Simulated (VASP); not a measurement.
Input of a VASP 6.6.1 run:

File POSCAR:

```
C
1.0
    2.4880133891      0.0000000000      0.0000000000
   -1.2440066945      2.1546827999      0.0000000000
    0.0000000000      0.0000000000      8.1257741910
C
8
Direct
    0.6666666667      0.3333333333      0.8437500000
    0.3333333333      0.6666666667      0.3437500000
    0.6666666667      0.3333333333      0.6562500000
    0.3333333333      0.6666666667      0.1562500000
    0.0000000000      0.0000000000      0.9062500000
    0.0000000000      0.0000000000      0.4062500000
    0.0000000000      0.0000000000      0.5937500000
    0.0000000000      0.0000000000      0.0937500000
```

INCAR.step1

```
  PREC = Accurate
  ENCUT = 520
  ISMEAR = -1
  SIGMA = 0.05
  LREAL = F
  LASPH = T
  NELM = 100
  NBANDS = 26
  GGA = PE
  ALGO = Normal
  EDIFF = 1E-4
  LWAVE = T
  LCHARG = F
```

Contents of INCAR.step2:

```
  PREC = Accurate
  ENCUT = 520
  EDIFF = 1E-6
  ISMEAR = -1
  SIGMA = 0.05
  LREAL = F
  LASPH = T
  NELM = 100
  ALGO = Normal
  ISIF = 2
  LWAVE = F
  LCHARG = T
  METAGGA = R2SCAN
  LMIXTAU = T
  IVDW = 12
  VDW_S6 = 1.0
  VDW_S8 = 0.78981345
  VDW_A1 = 0.49484001
  VDW_A2 = 5.73083694
  LELF = T
  LVHAR = T
  NBANDS = 26
  ISTART = 1
```

File KPOINTS:

```
regular mesh
0
Gamma
  12 12 4
```

Potentials or basis: VASP PAW PBE potentials, release 64 (C).

Command:

```sh
$ cat potpaw_PBE.64/C/POTCAR > POTCAR
$ cp INCAR.step1 INCAR
$ mpirun -np 1 vasp_std > vasp.out
$ cp INCAR.step2 INCAR
$ mpirun -np 1 vasp_std > vasp.out
```

**Question.** What does it give for the dispersion energy per atom?

**Answer.** -0.094 eV.

**Question.** What does it give for the band gap on the k mesh?

**Answer.** 4.72 eV, indirect (least direct gap 5.49 eV).

Forces in eV/Å, atoms in the order of the input:
```
C    0.000  0.000  0.354
C    0.000  0.000  0.354
C    0.000  0.000 -0.354
C    0.000  0.000 -0.354
C    0.000  0.000  0.390
C    0.000  0.000  0.390
C    0.000  0.000 -0.390
C    0.000  0.000 -0.390
```

Caveat: the PAW data sets were made with another functional, which shifts forces and pressure a little. r2SCAN opens gaps a little over a GGA but as a rule still falls short of measured ones.
